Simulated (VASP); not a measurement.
# CaLuBi2O4 (P4/mmm) in VASP: single point with PBE

Aim: the single point of CaLuBi2O4 with PBE.

Program: VASP 6.6.1. These are calculated values, not measurements. Logs are shortened: lines on timing, memory, paths and dates and some standing lists are left out, and cuts for length are marked.

### Step 1. The cell of the first run

It takes space group P4/mmm (No. 123, tetragonal). The conventional cell has a = 3.801 Å, b = 3.801 Å, c = 9.025 Å, α = 90.00°, β = 90.00°, γ = 90.00°. Lu (site symmetry 4/mmm) has 8 O at 2.31 Å within 3.1 Å. Within 2.9 Å of Bi (site symmetry 4mm) lie 4 O at 2.21 Å. O (site symmetry 2mm) has 2 Bi at 2.21 Å and 2 Lu at 2.31 Å and 5 O at 2.64 to 2.69 Å within 2.9 Å. Ca (site symmetry 4/mmm) has 8 Bi at 3.39 Å and 8 O at 3.72 Å and 4 Ca at 3.80 Å and 2 Lu at 4.51 Å within 4.6 Å.

### Step 2. Single point, PBE

INCAR

```
SYSTEM = CaLuBi2O4
ALGO     = Normal         ! electronic algorithm
EDIFF    = 1E-7           ! SCF threshold, eV
ENCUT    = 520            ! plane-wave cutoff, eV
GGA      = PE             ! functional
ISIF     = 2              ! what is computed and relaxed
ISMEAR   = -1             ! smearing method
LASPH    = .TRUE.         ! aspherical terms in the spheres
LCHARG   = .FALSE.        ! write CHGCAR
LREAL    = .FALSE.        ! projectors in reciprocal space
LWAVE    = .FALSE.        ! write WAVECAR
NBANDS   = 54             ! bands
NELM     = 60             ! most SCF steps
PREC     = Accurate       ! precision mode
SIGMA    = 0.1            ! smearing width, eV
```

KPOINTS

```
k-points
0
G
  5 5 2
  0 0 0
```

POSCAR

```
CaLuBi2O4
1.0
    3.8008660000      0.0000000000      0.0000000000
    0.0000000000      3.8008660000      0.0000000000
    0.0000000000      0.0000000000      9.0251760000
Lu Bi O Ca
1 2 4 1
Direct
    0.0000000000      0.0000000000      0.0000000000
    0.5000000000      0.5000000000      0.7293000000
    0.5000000000      0.5000000000      0.2707000000
    0.5000000000      0.0000000000      0.8540000000
    0.0000000000      0.5000000000      0.8540000000
    0.5000000000      0.0000000000      0.1460000000
    0.0000000000      0.5000000000      0.1460000000
    0.0000000000      0.0000000000      0.5000000000
```

Potentials or basis: VASP PAW PBE potentials, release 64 (Lu, Bi_d, O, Ca_sv).

Run with:

```console
cat potpaw_PBE.64/Lu/POTCAR potpaw_PBE.64/Bi_d/POTCAR potpaw_PBE.64/O/POTCAR potpaw_PBE.64/Ca_sv/POTCAR > POTCAR
mpirun -np 1 vasp_std > vasp.out
```

OUTCAR:

```text
SYSTEM = CaLuBi2O4
   EDIFF = 1E-7
   ENCUT = 520
   GGA = PE
   ISIF = 2
   ISMEAR = -1
   LASPH = .TRUE.
   LREAL = .FALSE.
   NELM = 60
   PREC = Accurate

 ion  position               nearest neighbor table
   1  0.000  0.000  0.000-   4 2.31   5 2.31   6 2.31   7 2.31   5 2.31   7 2.31   4 2.31   6 2.31
                             2 3.63   3 3.63   2 3.63   3 3.63   2 3.63   3 3.63   2 3.63   3 3.63
   2  0.500  0.500  0.729-   4 2.21   5 2.21   4 2.21   5 2.21   8 3.39   8 3.39   8 3.39   8 3.39
                             1 3.63   1 3.63   1 3.63   1 3.63
   3  0.500  0.500  0.271-   6 2.21   7 2.21   6 2.21   7 2.21   8 3.39   8 3.39   8 3.39   8 3.39
                             1 3.63   1 3.63   1 3.63   1 3.63
   4  0.500  0.000  0.854-   2 2.21   2 2.21   1 2.31   1 2.31
   5  0.000  0.500  0.854-   2 2.21   2 2.21   1 2.31   1 2.31
   6  0.500  0.000  0.146-   3 2.21   3 2.21   1 2.31   1 2.31
   7  0.000  0.500  0.146-   3 2.21   3 2.21   1 2.31   1 2.31
   8  0.000  0.000  0.500-   2 3.39   3 3.39   2 3.39   3 3.39   2 3.39   3 3.39   2 3.39   3 3.39

  LATTYP: Found a simple tetragonal cell.
 ALAT       =     3.8008660000
 C/A-ratio  =     2.3745051786

  Lattice vectors:

 A1 = (   3.8008660000,   0.0000000000,   0.0000000000)
 A2 = (   0.0000000000,   3.8008660000,   0.0000000000)
 A3 = (   0.0000000000,   0.0000000000,   9.0251760000)

Analysis of symmetry for initial positions (statically):
=====================================================================
 Subroutine PRICEL returns:
 Original cell was already a primitive cell.

 Routine SETGRP: Setting up the symmetry group for a
 simple tetragonal supercell.

 Subroutine GETGRP returns: Found 16 space group operations
 (whereof 16 operations were pure point group operations)
 out of a pool of 16 trial point group operations.

The static configuration has the point symmetry D_4h.

Analysis of symmetry for dynamics (positions and initial velocities):
=====================================================================
 Subroutine PRICEL returns:
 Original cell was already a primitive cell.

 Routine SETGRP: Setting up the symmetry group for a
 simple tetragonal supercell.

 Subroutine GETGRP returns: Found 16 space group operations
 (whereof 16 operations were pure point group operations)
 out of a pool of 16 trial point group operations.

The dynamic configuration has the point symmetry D_4h.

 Subroutine INISYM returns: Found 16 space group operations
 (whereof 16 operations are pure point group operations),
 and found     1 'primitive' translations

----------------------------------------------------------------------------------------

                                     Primitive cell

  volume of cell :     130.3829

  direct lattice vectors                    reciprocal lattice vectors
     3.800866000  0.000000000  0.000000000     0.263097936  0.000000000  0.000000000
     0.000000000  3.800866000  0.000000000     0.000000000  0.263097936  0.000000000
     0.000000000  0.000000000  9.025176000     0.000000000  0.000000000  0.110801163

  length of vectors
     3.800866000  3.800866000  9.025176000     0.263097936  0.263097936  0.110801163

  position of ions in fractional coordinates (direct lattice)
     0.000000000  0.000000000  0.000000000
     0.500000000  0.500000000  0.729300000
     0.500000000  0.500000000  0.270700000
     0.500000000  0.000000000  0.854000000
     0.000000000  0.500000000  0.854000000
     0.500000000  0.000000000  0.146000000
     0.000000000  0.500000000  0.146000000
     0.000000000  0.000000000  0.500000000

  ion indices of the primitive-cell ions
   primitive index   ion index
                 1           1
                 2           2
                 3           3
                 4           4
                 5           5
                 6           6
                 7           7
                 8           8

----------------------------------------------------------------------------------------

 KPOINTS: k-points

Automatic generation of k-mesh.
 Grid dimensions read from file:
 generate k-points for:    5    5    2

 Generating k-lattice:

  Cartesian coordinates                     Fractional coordinates (reciprocal lattice)
     0.052619587  0.000000000  0.000000000     0.200000000  0.000000000  0.000000000
     0.000000000  0.052619587  0.000000000     0.000000000  0.200000000  0.000000000
     0.000000000  0.000000000  0.055400582     0.000000000  0.000000000  0.500000000

  Length of vectors
     0.052619587  0.052619587  0.055400582

  Shift w.r.t. Gamma in fractional coordinates (k-lattice)
     0.000000000  0.000000000  0.000000000

 Subroutine IBZKPT returns following result:
 ===========================================

 Found     12 irreducible k-points:

 Following reciprocal coordinates:
            Coordinates               Weight
  0.000000  0.000000  0.000000      1.000000
  0.200000  0.000000  0.000000      4.000000
  0.400000  0.000000  0.000000      4.000000
  0.200000  0.200000  0.000000      4.000000
  0.400000  0.200000  0.000000      8.000000
  0.400000  0.400000  0.000000      4.000000
  0.000000  0.000000  0.500000      1.000000
  0.200000  0.000000  0.500000      4.000000
  0.400000  0.000000  0.500000      4.000000
  0.200000  0.200000  0.500000      4.000000
  0.400000  0.200000  0.500000      8.000000
  0.400000  0.400000  0.500000      4.000000
   k-points           NKPTS =     12   k-points in BZ     NKDIM =     12   number of bands    NBANDS=     54
   number of dos      NEDOS =    301   number of ions     NIONS =      8
   total plane-waves  NPLWV =  54880
   dimension x,y,z NGX =    28 NGY =   28 NGZ =   70
   dimension x,y,z NGXF=    56 NGYF=   56 NGZF=  140
   ions per type =               1   2   4   1
   NGX,Y,Z   is equivalent  to a cutoff of  12.25, 12.25, 12.89 a.u.
   NGXF,Y,Z  is equivalent  to a cutoff of  24.49, 24.49, 25.79 a.u.
 SYSTEM =  CaLuBi2O4
   PREC   = accura    normal or accurate (medium, high low for compatibility)
   ISTART =      0    job   : 0-new  1-cont  2-samecut
   ICHARG =      2    charge: 1-file 2-atom 10-const
   ISPIN  =      1    spin polarized calculation?
   LNONCOLLINEAR =      F non collinear calculations
   LSORBIT =      F    spin-orbit coupling
   LASPH  =      T    aspherical Exc in radial PAW
   ENCUT  =  520.0 eV  38.22 Ry    6.18 a.u.   7.07  7.07 16.78*2*pi/ulx,y,z
   NELM   =     60;   NELMIN=  2; NELMDL= -5     # of ELM steps
   EDIFF  = 0.1E-06   stopping-criterion for ELM
   LREAL  =      F    real-space projection
   EDIFFG = 0.1E-05   stopping-criterion for IOM
   NSW    =      0    number of steps for IOM
   IBRION =     -1    ionic relax: 0-MD 1-quasi-New 2-CG
   NFREE  =      0    steps in history (QN), initial steepest desc. (CG)
   ISIF   =      2    stress and relaxation
   ISYM   =      2    0-nonsym 1-usesym 2-fastsym
   POTIM  = 0.5000    time-step for ionic-motion
   TEBEG  =    0.0;   TEEND  =   0.0 temperature during run
   PSTRESS=    0.0 pullay stress
   NELECT =      89.0000    total number of electrons
   NUPDOWN=      -1.0000    fix difference up-down
   EMIN   =  10.00;   EMAX   =-10.00  energy-range for DOS
   EFERMI =   0.00;   METHOD = LEGACY
   ISMEAR =    -1;   SIGMA  =   0.10  broadening in eV -4-tet -1-fermi 0-gaus
   EFERMI_NEDOS =   21; number of points for ismear=-14 and -15
   IALGO  =     38    algorithm
   IMIX   =      4    mixing-type and parameters
     AMIX     =   0.40;   BMIX     =  1.00
     AMIX_MAG =   1.60;   BMIX_MAG =  1.00
  volume/ion in A,a.u.               =      16.30       109.98
  Fermi-wavevector in a.u.,A,eV,Ry     =   1.441444  2.723935 28.269668  2.077762
  Thomas-Fermi vector in A             =   2.560076
   LORBIT       =      0    0 simple, 1 ext, 2 COOP (PROOUT), +10 PAW based schemes
   GGA     = PE    functional components
   LHFCALC =     F    Hartree Fock is set to
   AEXX    =    0.0000 exact exchange contribution
   IVDW    =     0    specifies the selected vdW correction
   LEPSILON=     F    determine dielectric tensor
   LRPA    =     F    only Hartree local field effects (RPA)
 non-spin polarized calculation
  energy-cutoff  :      520.00
  volume of cell :      130.38
 maximum number of plane-waves:      3530
   NGX = 15   NGY = 15   NGZ = 33

 number of electron      88.9999986 magnetization

 Free energy of the ion-electron system (eV)
  ---------------------------------------------------
  ext. energy  EPLUGINS =         0.00000000
  ---------------------------------------------------
  free energy    TOTEN  =       -45.70922609 eV

  energy without entropy =      -45.58809870  energy(sigma->0) =      -45.64866240

 E-fermi :   7.0939     XC(G=0): -10.8528

 val. band max:        7.0865740253   @ k =   0.2000   0.2000   0.0000
 cond. band min:       7.1161343641   @ k =   0.4000   0.2000   0.5000
 fundamental gap:      0.0295603388
 Fermi energy:         7.0939497118

 k-point     1 :       0.0000    0.0000    0.0000
  band No.  band energies     occupation
      1     -48.5546      2.00000
      2     -34.9357      2.00000
      3     -19.5440      2.00000
      4     -19.2958      2.00000
      5     -19.2958      2.00000
      6     -17.0732      2.00000
[... 46 lines left out ...]
     53      10.9712      0.00000
     54      11.3365      0.00000

 k-point     2 :       0.2000    0.0000    0.0000
  band No.  band energies     occupation
      1     -48.5533      2.00000
      2     -34.9331      2.00000
      3     -19.5120      2.00000
      4     -19.4106      2.00000
      5     -19.2915      2.00000
      6     -17.0378      2.00000
[... 46 lines left out ...]
     53      11.3650      0.00000
     54      11.4560      0.00000

 k-point     3 :       0.4000    0.0000    0.0000
  band No.  band energies     occupation
      1     -48.5513      2.00000
      2     -34.9290      2.00000
      3     -19.5843      2.00000
      4     -19.4591      2.00000
      5     -19.2844      2.00000
      6     -16.9958      2.00000
[... 46 lines left out ...]
     53      11.4079      0.00000
     54      11.4848      0.00000
[... 400 lines left out ...]
 k-point    11 :       0.4000    0.2000    0.5000
  band No.  band energies     occupation
      1     -48.5500      2.00000
      2     -34.9265      2.00000
      3     -19.5792      2.00000
      4     -19.4262      2.00000
      5     -19.3985      2.00000
      6     -16.9794      2.00000
[... 46 lines left out ...]
     53      11.2994      0.00000
     54      11.6684      0.00000

 k-point    12 :       0.4000    0.4000    0.5000
  band No.  band energies     occupation
      1     -48.5480      2.00000
      2     -34.9224      2.00000
      3     -19.5718      2.00000
      4     -19.5702      2.00000
      5     -19.3714      2.00000
      6     -16.9904      2.00000
[... 46 lines left out ...]
     53      11.3061      0.00000
     54      11.9030      0.00000

------------------------ aborting loop because EDIFF is reached ----------------------------------------

  FORCE on cell =-STRESS in cart. coord.  units (eV):
  Direction    XX          YY          ZZ          XY          YZ          ZX
  --------------------------------------------------------------------------------------
  -------------------------------------------------------------------------------------
  Total       11.4101155     11.4101155     10.6537086      0.0000000     -0.0000000      0.0000000
  in kB      140.2102694    140.2102694    130.9153583      0.0000000     -0.0000000      0.0000000
  external PRESSURE =     137.1119657 kB  Pullay stress =       0.0000000 kB

 VOLUME and BASIS-vectors are now :
 -----------------------------------------------------------------------------
  energy-cutoff  :      520.00
  volume of cell :      130.38
      direct lattice vectors                 reciprocal lattice vectors
     3.800866000  0.000000000  0.000000000     0.263097936  0.000000000  0.000000000
     0.000000000  3.800866000  0.000000000     0.000000000  0.263097936  0.000000000
     0.000000000  0.000000000  9.025176000     0.000000000  0.000000000  0.110801163

 POSITION                                       TOTAL-FORCE (eV/Angst)
 -----------------------------------------------------------------------------------
      0.00000      0.00000      0.00000        -0.000000     -0.000000      0.000000
      1.90043      1.90043      6.58206         0.000000     -0.000000     -1.274461
      1.90043      1.90043      2.44312        -0.000000      0.000000      1.274461
      1.90043      0.00000      7.70750        -0.000000      0.000000      0.388905
      0.00000      1.90043      7.70750         0.000000      0.000000      0.388905
      1.90043      0.00000      1.31768         0.000000     -0.000000     -0.388905
      0.00000      1.90043      1.31768         0.000000     -0.000000     -0.388905
      0.00000      0.00000      4.51259        -0.000000     -0.000000      0.000000
 -----------------------------------------------------------------------------------
    total drift:                                0.000000      0.000000      0.000000

  FREE ENERGIE OF THE ION-ELECTRON SYSTEM (eV)
  ---------------------------------------------------
  free  energy   TOTEN  =       -45.7092260932 eV

  energy  without entropy=      -45.5880987018  energy(sigma->0) =      -45.64866240
```

Wall time 2 min (1 thread of Intel Xeon Platinum 8375C at 2.90GHz (Ice Lake), shared host); peak memory 0.27 GiB.

Results:

- Free energy: -45.7092 eV
- Pressure: 13.7 GPa
- Largest force: 1.274 eV/Å
- Band gap on the k mesh: zero (an odd number of electrons rules out a gap without spin polarisation)

Forces in eV/Å, atoms in the order of the input:
```
Lu   0.000  0.000  0.000
Bi   0.000  0.000 -1.274
Bi   0.000  0.000  1.274
O    0.000  0.000  0.389
O    0.000  0.000  0.389
O    0.000  0.000 -0.389
O    0.000  0.000 -0.389
Ca   0.000  0.000  0.000
```

Caveat: the cell stands under pressure; spin-orbit coupling is left out, which moves the levels of the heavy elements; an odd number of electrons without spin polarisation forces a metal; a magnetic or distorted state may lie lower.
